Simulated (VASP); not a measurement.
Wanted: the native input for a VASP 6.6.1 run.

| Property | Result |
| --- | --- |
| Task | single point |
| Functional | PBE |
| Dispersion | D3(BJ) |
| Potentials or basis | VASP PAW PBE potentials, release 64 (C) |
| Cutoff | 520 eV |
| k mesh | 15 × 15 × 1 |
| Occupations | gaussian, width 0.1 eV |
| Spin | no spin polarisation |
| Dipole correction | yes |
| Further INCAR settings | ALGO = Normal; EDIFF = 1e-06; NBANDS = 16 |

The structure of C lies in POSCAR:

```
C
1.0
    2.4657189596      0.0000000000      0.0000000000
   -1.2328594798      2.1353752576      0.0000000000
    0.0000000000      0.0000000000     17.5000000000
C
4
Direct
    0.3333333333      0.6666666667      0.2571428571
    0.6666666667      0.3333333333      0.2571428571
    0.3333333333      0.6666666667      0.4462857143
    0.6666666667      0.3333333333      0.4462857143
```

These files were run (other wordings do the same):

INCAR

```
SYSTEM = C
PREC = Accurate
ENCUT = 520
EDIFF = 1E-6
ISMEAR = 0
SIGMA = 0.1
LREAL = .FALSE.
LASPH = .TRUE.
NELM = 80
ALGO = Normal
ISIF = 2
LWAVE = .FALSE.
LCHARG = .TRUE.
LDIPOL = .TRUE.
IDIPOL = 3
DIPOL = 0.5 0.5 0.352
GGA = PE
IVDW = 12
LELF = .TRUE.
LVHAR = .TRUE.
LVACPOTAV = .TRUE.
NBANDS = 16
```

KPOINTS

```
Automatic mesh
0
G
  15 15 1
  0 0 0
```

Potentials or basis: VASP PAW PBE potentials, release 64 (C).

Command:

```bash
$ cat potpaw_PBE.64/C/POTCAR > POTCAR
$ mpirun -np 1 vasp_std > vasp.out
```

It gave:

```
Largest force              : 0.064 eV/Å
Dispersion energy per atom : -0.121 eV
```

Run time: 68 s on 1 thread of Intel Xeon 8259CL, on a shared host, peak memory 0.21 GiB.
